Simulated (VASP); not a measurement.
A run of VASP 6.6.1 is set up as follows.

The input INCAR:

```
ALGO = Fast
EDIFF = 1E-7
ENCUT = 520
GGA = PE
ISIF = 2
ISMEAR = 0
ISPIN = 2
LASPH = True
LCHARG = False
LMAXMIX = 4
LORBIT = 11
LREAL = False
LWAVE = False
MAGMOM = 0 1 1 1 1
NBANDS = 34
NELM = 150
PREC = Accurate
SIGMA = 0.1
```

The input KPOINTS:

```
k-points
0
Gamma
  4 4 4
```

POSCAR

```
AgOs4
1.0
   -2.8472500238      2.8472500238      2.8472500238
    2.8472500238     -2.8472500238      2.8472500238
    2.8472500238      2.8472500238     -2.8472500238
Ag Os
1 4
Direct
    0.0000000000      0.0000000000      0.0000000000
    0.0000000000      0.0000000000      0.5000000000
    0.5000000000      0.0000000000      0.0000000000
    0.5000000000      0.5000000000      0.5000000000
    0.0000000000      0.5000000000      0.0000000000
```

Potentials or basis: VASP PAW PBE potentials, release 64 (Ag, Os).

Command:

```sh
$ cat potpaw_PBE.64/Ag/POTCAR potpaw_PBE.64/Os/POTCAR > POTCAR
$ mpirun -np 1 vasp_std > vasp.out
```

What does it give for the net moment?

0.00 μB per cell.

What does it give for the pressure?

-0.1 GPa.

Caveat: the k points lie up to 0.39 Å⁻¹ apart.
